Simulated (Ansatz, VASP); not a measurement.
AlGa3N4: VASP beside Ansatz

File INCAR:

```
ALGO     = Normal         # electronic algorithm
EDIFF    = 1E-6           # SCF threshold, eV
ENCUT    = 520            # plane-wave cutoff, eV
GGA      = CA             # functional
ISIF     = 2              # what is computed and relaxed
ISMEAR   = 0              # smearing method
LASPH    = T              # aspherical terms in the spheres
LCHARG   = F              # write CHGCAR
LREAL    = F              # projectors in reciprocal space
LWAVE    = F              # write WAVECAR
NBANDS   = 41             # bands
NELM     = 100            # most SCF steps
PREC     = Accurate       # precision mode
SIGMA    = 0.05           # smearing width, eV
```

The input KPOINTS:

```
k-points
0
Gamma
  6 6 6
```

Contents of POSCAR:

```
AlGa3N4
1.0
    4.3824846439      0.0000000000      0.0000000000
    0.0000000000      4.3824846439      0.0000000000
    0.0000000000      0.0000000000      4.3824846439
Al Ga N
1 3 4
Direct
    0.0000000000      0.0000000000      0.0000000000
    0.5000000000      0.5000000000      0.0000000000
    0.5000000000      0.0000000000      0.5000000000
    0.0000000000      0.5000000000      0.5000000000
    0.7548078379      0.7548078379      0.2451921621
    0.7548078379      0.2451921621      0.7548078379
    0.2451921621      0.7548078379      0.7548078379
    0.2451921621      0.2451921621      0.2451921621
```

Input for Ansatz:

```yaml
crystal:
  lattice:
    - [4.3824846439, 0.0, 0.0]
    - [0.0, 4.3824846439, 0.0]
    - [0.0, 0.0, 4.3824846439]
  atoms:
    - { symbol: Al, position: [0.0, 0.0, 0.0] }
    - { symbol: Ga, position: [0.5, 0.5, 0.0] }
    - { symbol: Ga, position: [0.5, 0.0, 0.5] }
    - { symbol: Ga, position: [0.0, 0.5, 0.5] }
    - { symbol: "N", position: [0.7548078379, 0.7548078379, 0.2451921621] }
    - { symbol: "N", position: [0.7548078379, 0.2451921621, 0.7548078379] }
    - { symbol: "N", position: [0.2451921621, 0.7548078379, 0.7548078379] }
    - { symbol: "N", position: [0.2451921621, 0.2451921621, 0.2451921621] }
basis:
  ecutwfc: 520.0
kpoints:
  mp_grid: { grid: [6, 6, 6] }
hamiltonian:
  xc: lda
  pseudopotentials: { kind: paw, azcp: { folder: soft_1 } }
scf:
  occupations: { method: gaussian, width: 0.05 }
output:
  forces: true
  stress: true
  eigenvalues: true
```

Change from the starting cell: equal engineering shear yz, xz and xy +0.0000, equal normal strain along x, y and z -0.0100.

Alike in both runs: task single point; functional LDA; k mesh 6 × 6 × 6; occupations gaussian, width 0.05 eV; no spin polarisation.

```csv
,VASP,Ansatz
version,VASP 6.6.1,Ansatz 0.2.0
potentials or method,"VASP PAW LDA potentials, release 64 (Al, Ga_d, N), cutoff 520 eV","scalar-relativistic, plane waves, PAW"
valence electrons in the cell,62,62
```

Ansatz gave:

| Property | Result |
| --- | --- |
| gap on the k mesh at the Fermi level (eV) | 2.78 |
| least direct gap on the mesh (eV) | 2.78 |
| pressure (GPa) | 6.6 |
| rms of the force components (eV/Å) | 0.005 |

Which values does VASP return?

gap on the k mesh at the Fermi level (eV): 2.79; least direct gap on the mesh (eV): 2.79; pressure (GPa): 7.8; rms of the force components (eV/Å): 0.017.

Ansatz warns that its potentials were made for another functional, while VASP's fit it. LDA's correlation is that of Perdew and Zunger in VASP and of Perdew and Wang (1992) in Ansatz. Atom by atom the forces differ by 0.013 eV/Å (rms over components).
